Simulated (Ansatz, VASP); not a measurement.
## TaN: VASP beside Ansatz

```
CELL_PARAMETERS angstrom
2.93613 0.00000 0.00000
-1.46806 2.54276 0.00000
0.00000 0.00000 2.88466
ATOMIC_POSITIONS crystal
Ta 0.33333 0.66667 0.50000
N 0.00000 0.00000 0.00000
```

Alike in both runs: functional r2SCAN; k mesh 13 × 13 × 12; occupations fermi-dirac, width 0.1 eV; no spin polarisation.

Ansatz relaxed the structure, and its values are those at the end. VASP's run is a single point on that final structure, the one shown.

|  | VASP | Ansatz |
| --- | --- | --- |
| version | VASP 6.6.1 | Ansatz 0.2.0 |
| potentials or method | VASP PAW PBE potentials, release 64 (Ta_pv, N), cutoff 520 eV | plane waves, PAW |
| valence electrons in the cell | 16 | 18 |

VASP gave:

- pressure (GPa): 1.6

Problem. What did Ansatz give for the same quantities?

Solution. Pressure (GPa): 0.0.

VASP's potentials were made for PBE, not for r2SCAN. VASP's potentials hold 16 valence electrons a cell and Ansatz's 18, so a difference there can come from the potentials and not from the codes.

Spin-orbit coupling is off throughout.
